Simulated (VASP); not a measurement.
# Cu (P6/mmm) in VASP: further runs, part 2 of 2

VASP 6.6.1. The steps go on from the part before.

## Step 4: Single point, PBE

This run uses another cell than the first one, of 13.01 Å³/atom, 1.190 times its volume.

INCAR

```
SYSTEM = Cu
PREC = Accurate
ENCUT = 520
EDIFF = 1E-6
ISMEAR = -1
SIGMA = 0.05
LREAL = .False.
LASPH = .True.
NELM = 100
ALGO = Normal
ISIF = 2
LWAVE = .False.
LCHARG = .False.
GGA = PE
NBANDS = 12
```

KPOINTS

```
regular mesh
0
Gamma
  17 17 16
  0 0 0
```

POSCAR

```
Cu
1.0
    2.4898065852      0.0000000000      0.0000000000
   -1.2449032926      2.1562357533      0.0000000000
    0.0000000000      0.0000000000      2.4235189832
Cu
1
Direct
    0.0000000000      0.0000000000      0.0000000000
```

Potentials or basis: VASP PAW PBE potentials, release 64 (Cu).

Started as:

```sh
$ cat potpaw_PBE.64/Cu/POTCAR > POTCAR
$ mpirun -np 1 vasp_std > vasp.out
```

OUTCAR:

```text
SYSTEM = Cu
   PREC = Accurate
   ENCUT = 520
   EDIFF = 1E-6
   ISMEAR = -1
   LREAL = .False.
   LASPH = .True.
   NELM = 100
   ISIF = 2
   GGA = PE

 ion  position               nearest neighbor table
   1  0.000  0.000  0.000-

  LATTYP: Found a hexagonal cell.
 ALAT       =     2.4898065852
 C/A-ratio  =     0.9733764051

  Lattice vectors:

 A1 = (   2.4898065852,   0.0000000000,   0.0000000000)
 A2 = (  -1.2449032926,   2.1562357533,   0.0000000000)
 A3 = (   0.0000000000,   0.0000000000,   2.4235189832)
[... 530 lines left out ...]
      4       4.3984      2.00000
      5       4.7683      2.00000
      6       4.8215      2.00000
      7      18.0802      0.00000
      8      18.0923      0.00000
      9      26.8880      0.00000
     10      29.0288      0.00000
     11      33.3766      0.00000
     12      35.9164      0.00000

 [... further k-points ...]
[... 5 lines left out ...]
  --------------------------------------------------------------------------------------
  -------------------------------------------------------------------------------------
  Total        0.0498531      0.0498531      0.0262150      0.0000000      0.0000000      0.0000000
  in kB        6.1389590      6.1389590      3.2281337      0.0000000      0.0000000      0.0000000
  external PRESSURE =       5.1686839 kB  Pullay stress =       0.0000000 kB

 VOLUME and BASIS-vectors are now :
 -----------------------------------------------------------------------------
  energy-cutoff  :      520.00
  volume of cell :       13.01
      direct lattice vectors                 reciprocal lattice vectors
     2.489806585  0.000000000  0.000000000     0.401637624  0.231885590  0.000000000
    -1.244903293  2.156235753  0.000000000     0.000000000  0.463771180  0.000000000
     0.000000000  0.000000000  2.423518983     0.000000000  0.000000000  0.412623135

 POSITION                                       TOTAL-FORCE (eV/Angst)
 -----------------------------------------------------------------------------------
      0.00000      0.00000      0.00000         0.000000      0.000000      0.000000
 -----------------------------------------------------------------------------------
    total drift:                               -0.000000     -0.000000     -0.000000

  FREE ENERGIE OF THE ION-ELECTRON SYSTEM (eV)
  ---------------------------------------------------
  free  energy   TOTEN  =        -3.4683882230 eV

  energy  without entropy=       -3.4660784779  energy(sigma->0) =       -3.46723335
```

stdout:

```text
POSCAR found type information on POSCAR Cu
 POSCAR found :  1 types and       1 ions
 scaLAPACK will be used
 LDA part: xc-table for (Slater+PW92), standard interpolation
 POSCAR, INCAR and KPOINTS ok, starting setup
 FFT: planning ... GRIDC
 FFT: planning ... GRID_SOFT
 FFT: planning ... GRID
 WAVECAR not read
 entering main loop
```

Run time: 30 s. Hardware: 1 thread of AMD EPYC 9R14 (Zen 4), shared host; peak memory 0.12 GiB.

What came out:

| Property | Result |
| --- | --- |
| Free energy | -3.4684 eV |
| Pressure | 0.5 GPa |

Stress tensor (GPa, compression positive):
```
0.61 0.00 0.00
0.00 0.61 0.00
0.00 0.00 0.32
```

## Step 5: Single point, PBE, collinear spin, zero start

This run uses another cell than the first one, of 8.85 Å³/atom, 0.810 times its volume.

INCAR

```
ALGO     = Normal         # electronic algorithm
EDIFF    = 1E-6           # SCF threshold, eV
ENCUT    = 520            # plane-wave cutoff, eV
GGA      = PE             # functional
ISIF     = 2              # what is computed and relaxed
ISMEAR   = -1             # smearing method
ISPIN    = 2              # spin polarisation
LASPH    = True           # aspherical terms in the spheres
LCHARG   = False          # write CHGCAR
LMAXMIX  = 4              # l up to which the mixer works
LORBIT   = 11             # projections on sites
LREAL    = False          # projectors in reciprocal space
LWAVE    = False          # write WAVECAR
MAGMOM   = 0              # initial moments
NBANDS   = 16             # bands
NELM     = 150            # most SCF steps
PREC     = Accurate       # precision mode
SIGMA    = 0.05           # smearing width, eV
```

KPOINTS

```
k-points
0
Gamma
  17 17 16
```

POSCAR

```
Cu
1.0
    2.1999142358      0.0000000000      0.0000000000
   -1.0999571179      1.9051816144      0.0000000000
    0.0000000000      0.0000000000      2.1109359731
Cu
1
Direct
    0.0000000000      0.0000000000      0.0000000000
```

Started as:

```sh
$ cat potpaw_PBE.64/Cu/POTCAR > POTCAR
$ mpirun -np 1 vasp_std > vasp.out
```

Run time: 52 s. Hardware: 1 thread of AMD EPYC 9R14 (Zen 4), shared host; peak memory 0.13 GiB.

Results (log left out):

```yaml
Free_energy: -2.4015 eV
Pressure: 119.0 GPa
Net_moment: 0.00 μB per cell
Valence_electrons_inside_the_program's_atomic_spheres: Cu 10.57
```

Stress tensor (GPa, compression positive):
```
119.19   0.00   0.00
  0.00 119.19   0.00
  0.00   0.00 118.57
```

Levels at points of the mesh, in eV from the Fermi level:
Spin up:
```csv
k point,band 3,band 4,band 5,band 6,band 7,band 8,band 9,band 10
"(0.00, 0.00, 0.00)",-4.19,-4.19,-1.78,-1.78,21.36,25.28,27.20,30.35
"(0.00, 0.00, 0.50)",-3.83,-3.54,-3.07,-3.07,3.43,30.93,34.32,34.32
```
Spin down:
```
           k point  band 4  band 5  band 6  band 7  band 8  band 9
(0.00, 0.00, 0.00)   -4.19   -1.78   -1.78   21.36   25.28   27.20
(0.00, 0.00, 0.50)   -3.54   -3.07   -3.07    3.43   30.93   34.32
```

## Step 6: Relaxation of shape and atoms at fixed volume, PBE

This run uses another cell than the first one, of 7.81 Å³/atom, 0.714 times its volume.

INCAR

```
PREC     = Accurate       # precision mode
ENCUT    = 600            # plane-wave cutoff, eV
EDIFF    = 1E-6           # SCF threshold, eV
ISMEAR   = -1             # smearing method
SIGMA    = 0.05           # smearing width, eV
LREAL    = F              # projectors in reciprocal space
LASPH    = T              # aspherical terms in the spheres
NELM     = 60             # most SCF steps
ALGO     = Normal         # electronic algorithm
ISIF     = 4              # what is computed and relaxed
LWAVE    = F              # write WAVECAR
LCHARG   = F              # write CHGCAR
GGA      = PE             # functional
IBRION   = 2              # ionic algorithm
NSW      = 50             # ionic steps
EDIFFG   = -0.005         # ionic threshold
```

KPOINTS

```
regular mesh
0
Gamma
  17 17 16
```

POSCAR

```
Cu
1.0
    2.0999842042      0.0000000000      0.0000000000
   -1.0499921021      1.8186396684      0.0000000000
    0.0000000000      0.0000000000      2.0440750754
Cu
1
Direct
    0.0000000000      0.0000000000      0.0000000000
```

Potentials or basis: VASP PAW PBE potentials, release 64 (Cu).

Started as:

```sh
$ cat potpaw_PBE.64/Cu/POTCAR > POTCAR
$ mpirun -np 1 vasp_std > vasp.out
```

OUTCAR:

```text
PREC = Accurate
   ENCUT = 600
   EDIFF = 1E-6
   ISMEAR = -1
   LREAL = F
   LASPH = T
   NELM = 60
   ISIF = 4
   GGA = PE
   IBRION = 2
   NSW = 50
   EDIFFG = -0.005

 ion  position               nearest neighbor table
   1  0.000  0.000  0.000-

  LATTYP: Found a hexagonal cell.
 ALAT       =     2.0999842042
 C/A-ratio  =     0.9733764051

  Lattice vectors:

 A1 = (   2.0999842042,   0.0000000000,   0.0000000000)
 A2 = (  -1.0499921021,   1.8186396684,   0.0000000000)
 A3 = (   0.0000000000,   0.0000000000,   2.0440750754)

Analysis of symmetry for initial positions (statically):
=====================================================================
 Subroutine PRICEL returns:
 Original cell was already a primitive cell.

 Routine SETGRP: Setting up the symmetry group for a
 hexagonal supercell.

 Subroutine GETGRP returns: Found 24 space group operations
 (whereof 24 operations were pure point group operations)
 out of a pool of 24 trial point group operations.

The static configuration has the point symmetry D_6h.

Analysis of symmetry for dynamics (positions and initial velocities):
=====================================================================
 Subroutine PRICEL returns:
 Original cell was already a primitive cell.

 Routine SETGRP: Setting up the symmetry group for a
 hexagonal supercell.

 Subroutine GETGRP returns: Found 24 space group operations
 (whereof 24 operations were pure point group operations)
 out of a pool of 24 trial point group operations.

The dynamic configuration has the point symmetry D_6h.

 Subroutine INISYM returns: Found 24 space group operations
 (whereof 24 operations are pure point group operations),
 and found     1 'primitive' translations

----------------------------------------------------------------------------------------

[... 119 lines left out ...]
   LEPSILON=     F    determine dielectric tensor
   LRPA    =     F    only Hartree local field effects (RPA)
 conjugate gradient relaxation of ions
 non-spin polarized calculation
  energy-cutoff  :      600.00
  volume of cell :        7.81
 maximum number of plane-waves:       270
 NGX is ok and might be reduce to    18
   NGX =  9   NGY =  9   NGZ =  9

--------------------------------------- Ionic step        1  -------------------------------------------

 number of electron      10.9999982 magnetization

 Free energy of the ion-electron system (eV)
  ---------------------------------------------------
  ext. energy  EPLUGINS =         0.00000000
  ---------------------------------------------------
  free energy    TOTEN  =        -1.34052817 eV

  energy without entropy =       -1.33952473  energy(sigma->0) =       -1.34002645

------------------------ aborting loop because EDIFF is reached ----------------------------------------

  FORCE on cell =-STRESS in cart. coord.  units (eV):
  Direction    XX          YY          ZZ          XY          YZ          ZX
  --------------------------------------------------------------------------------------
  -------------------------------------------------------------------------------------
  Total       10.9552807     10.9552807      9.4530220      0.0000000     -0.0000000      0.0000000
  in kB     2248.4050992   2248.4050992   1940.0893079      0.0000000     -0.0000000      0.0000000
  external PRESSURE =    2145.6331688 kB  Pullay stress =       0.0000000 kB
[... 92 lines left out ...]
--------------------------------------- Ionic step        4  -------------------------------------------

 number of electron      10.9999992 magnetization

 Free energy of the ion-electron system (eV)
  ---------------------------------------------------
  ext. energy  EPLUGINS =         0.00000000
  ---------------------------------------------------
  free energy    TOTEN  =        -1.34941229 eV

  energy without entropy =       -1.34816499  energy(sigma->0) =       -1.34878864

 E-fermi :  14.1467     XC(G=0): -15.2658

 val. band max:       14.0953450462   @ k =   0.1765   0.0588   0.4375
 cond. band min:      14.1844119296   @ k =   0.4706   0.0588   0.1250
 fundamental gap:      0.0890668834
 Fermi energy:        14.1466868760

 k-point     1 :       0.0000    0.0000    0.0000
  band No.  band energies     occupation
      1       1.1605      2.00000
      2       6.7802      2.00000
      3       9.3108      2.00000
      4       9.3108      2.00000
      5      12.2316      2.00000
      6      12.2316      2.00000
      7      37.1917      0.00000
      8      40.1916      0.00000
      9      43.7222      0.00000
[... 265 lines left out ...]
 k-point    24 :       0.1765    0.1765    0.0000
  band No.  band energies     occupation
      1       5.1073      2.00000
      2       7.7253      2.00000
      3       7.8905      2.00000
      4      11.0845      2.00000
      5      11.7750      2.00000
      6      11.8756      2.00000
      7      29.4619      0.00000
      8      31.1092      0.00000
      9      43.0137      0.00000

 [... further k-points ...]
[... 5 lines left out ...]
  --------------------------------------------------------------------------------------
  -------------------------------------------------------------------------------------
  Total       10.4196402     10.4196402     10.4241514      0.0000000     -0.0000000      0.0000000
  in kB     2138.4730173   2138.4730173   2139.3988654      0.0000000     -0.0000000      0.0000000
  external PRESSURE =    2138.7816333 kB  Pullay stress =       0.0000000 kB
[... 16 lines left out ...]
  FREE ENERGIE OF THE ION-ELECTRON SYSTEM (eV)
  ---------------------------------------------------
  free  energy   TOTEN  =        -1.3494122896 eV

  energy  without entropy=       -1.3481649901  energy(sigma->0) =       -1.34878864

 reached required accuracy - stopping structural energy minimisation
```

Wall time 36 s (1 thread of AMD EPYC 9R14 (Zen 4), shared host); peak memory 0.1 GiB.

Results:

- Free energy: -1.3494 eV
- Energy gained by relaxing: 8.9 meV/atom
- Ionic steps: 4
- Pressure after relaxing: 213.9 GPa

Step by step:
| step | energy change (eV) | largest force (eV/Å) | pressure (GPa) | volume (Å³) |
| --- | --- | --- | --- | --- |
| 1 | 0.0000 | 0.0000 | 214.56 | 7.81 |
| 2 | 0.0823 | 0.0000 | 216.68 | 7.81 |
| 3 | -0.0089 | 0.0000 | 213.78 | 7.81 |
| 4 | -0.0089 | 0.0000 | 213.88 | 7.81 |

Final structure:
```cif
data_structure
_symmetry_space_group_name_H-M 'P 1'
_symmetry_Int_Tables_number 1
_cell_length_a 2.1125
_cell_length_b 2.1125
_cell_length_c 2.0200
_cell_angle_alpha 90.000
_cell_angle_beta 90.000
_cell_angle_gamma 120.000
_cell_volume 7.81
loop_
_atom_site_label
_atom_site_type_symbol
_atom_site_fract_x
_atom_site_fract_y
_atom_site_fract_z
_atom_site_occupancy
Cu1 Cu 0.00000 0.00000 0.00000 1
```

## Step 7: Summary

```csv
task,potentials or basis,spin,cell,cutoff (eV),second run,gap on the mesh (eV),pressure (GPa)
single point,"VASP PAW PBE potentials, release 64 (Cu_sv_GW)",off,"a = 2.356, b = 2.356, c = 2.274 Å, angles 90.0, 90.0, 120.0°, 1 atom",700,valence_matched,none,26.1
single point,"VASP PAW PBE potentials, release 64 (Cu_sv_GW)",off,"a = 2.425, b = 2.425, c = 2.350 Å, angles 90.0, 90.0, 120.0°, 1 atom",700,valence_matched,none,6.7
single point,"VASP PAW PBE potentials, release 64 (Cu)",off,"a = 2.490, b = 2.490, c = 2.424 Å, angles 90.0, 90.0, 120.0°, 1 atom",520,-,none,0.5
single point,"VASP PAW PBE potentials, release 64 (Cu)","collinear, zero start","a = 2.200, b = 2.200, c = 2.111 Å, angles 90.0, 90.0, 120.0°, 1 atom",520,-,none,119.0
relaxation of shape and atoms at fixed volume,"VASP PAW PBE potentials, release 64 (Cu)",off,"relaxed from a = 2.100, b = 2.100, c = 2.044 Å, angles 90.0, 90.0, 120.0°, 1 atom",600,-,none,213.9
```

Alike in all rows: level PBE; k mesh 17 × 17 × 16; smearing fermi-dirac 0.05 eV.

Absolute energies hang on the potentials; compare differences alone.
